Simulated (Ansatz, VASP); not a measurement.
One calculation of LiCaF3, two programs

INCAR

```
SYSTEM = LiCaF3
ALGO     = Normal         ! electronic algorithm
EDIFF    = 1E-6           ! SCF threshold, eV
ENCUT    = 520            ! plane-wave cutoff, eV
GGA      = CA             ! functional
ISIF     = 2              ! what is computed and relaxed
ISMEAR   = 0              ! smearing method
LASPH    = .TRUE.         ! aspherical terms in the spheres
LCHARG   = .TRUE.         ! write CHGCAR
LELF     = .TRUE.         ! ELF
LREAL    = .FALSE.        ! projectors in reciprocal space
LVHAR    = .TRUE.       
LWAVE    = .FALSE.        ! write WAVECAR
NBANDS   = 25             ! bands
NELM     = 100            ! most SCF steps
PREC     = Accurate       ! precision mode
SIGMA    = 0.05           ! smearing width, eV
```

Contents of KPOINTS:

```
k-points
0
G
  6 6 6
  0 0 0
```

Contents of POSCAR:

```
LiCaF3
1.0
    3.7612440000      0.0000000000      0.0000000000
    0.0000000000      3.7612440000      0.0000000000
    0.0000000000      0.0000000000      3.7048253400
Li Ca F
1 1 3
Direct
    0.5000000000      0.5000000000      0.5000000000
    0.0000000000      0.0000000000      0.0000000000
    0.0000000000      0.5000000000      0.5000000000
    0.5000000000      0.5000000000      0.0000000000
    0.5000000000      0.0000000000      0.5000000000
```

Input for Ansatz:

```yaml
crystal:
  lattice:
    - [3.761244, 0.0, 0.0]
    - [0.0, 3.761244, 0.0]
    - [0.0, 0.0, 3.70482534]
  atoms:
    - { symbol: Li, position: [0.5, 0.5, 0.5] }
    - { symbol: Ca, position: [0.0, 0.0, 0.0] }
    - { symbol: F, position: [0.0, 0.5, 0.5] }
    - { symbol: F, position: [0.5, 0.5, 0.0] }
    - { symbol: F, position: [0.5, 0.0, 0.5] }
basis:
  ecutwfc: 420
kpoints:
  mp_grid: { grid: [6, 6, 6] }
hamiltonian:
  xc: lda
scf:
  occupations: { method: gaussian, width: 0.05 }
output:
  forces: true
  stress: true
  eigenvalues: true
```

Change from the starting cell: strain -0.0150 x Voigt [0, 0, 1, 0, 0, 0], atoms carried along.

Alike in both runs: task single point; functional LDA; k mesh 6 × 6 × 6; occupations gaussian, width 0.05 eV; no spin polarisation.

|  | VASP | Ansatz |
| --- | --- | --- |
| version | VASP 6.6.1 | Ansatz 0.2.0 |
| potentials or method | VASP PAW LDA potentials, release 64 (Li_sv, Ca_sv, F), cutoff 520 eV | scalar-relativistic, plane waves, PAW |
| valence electrons in the cell | 34 | 34 |

```tsv
	VASP	Ansatz	Ansatz less VASP
gap on the k mesh at the Fermi level (eV)	6.28	6.29	+0.018
least direct gap on the mesh (eV)	6.43	6.44	+0.016
```

LDA's correlation is that of Perdew and Zunger in VASP and of Perdew and Wang (1992) in Ansatz.

Noted on VASP's run: the cutoff is short for stress, so the pressure is rough.
